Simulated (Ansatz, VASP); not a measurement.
Eu: VASP beside Ansatz

```
Eu
1.0
    -2.19395    2.19395    2.19395
     2.19395   -2.19395    2.19395
     2.19395    2.19395   -2.19395
Eu
1
Direct
  0.00000 0.00000 0.00000
```

Alike in both runs: task single point; functional PBE; k mesh 10 × 10 × 10; occupations methfessel-paxton of order 1, width 0.03 eV; collinear spin.

|  | VASP | Ansatz |
| --- | --- | --- |
| version | VASP 6.6.1 | Ansatz 0.2.0 |
| potentials or method | VASP PAW PBE potentials, release 64 (Eu), cutoff 520 eV | plane waves (420 eV) with PAW, scalar-relativistic |
| valence electrons in the cell | 17 | 17 |

VASP gave:

| Item | Value |
| --- | --- |
| pressure (GPa) | -0.2 |
| net moment per atom (μB) | 7.39 |
| size of the moment on the site where the two differ most (μB) | 6.70 |

Problem. Estimate Ansatz's values.

Solution. Pressure (GPa): -0.2; net moment per atom (μB): 7.27; size of the moment on the site where the two differ most (μB): 7.02.

The net moments are unlike, so the other rows may belong to different states. Site moments also hang on the region over which each program counts them. Ansatz's warnings: stability check not made.

Spin-orbit coupling is off throughout.
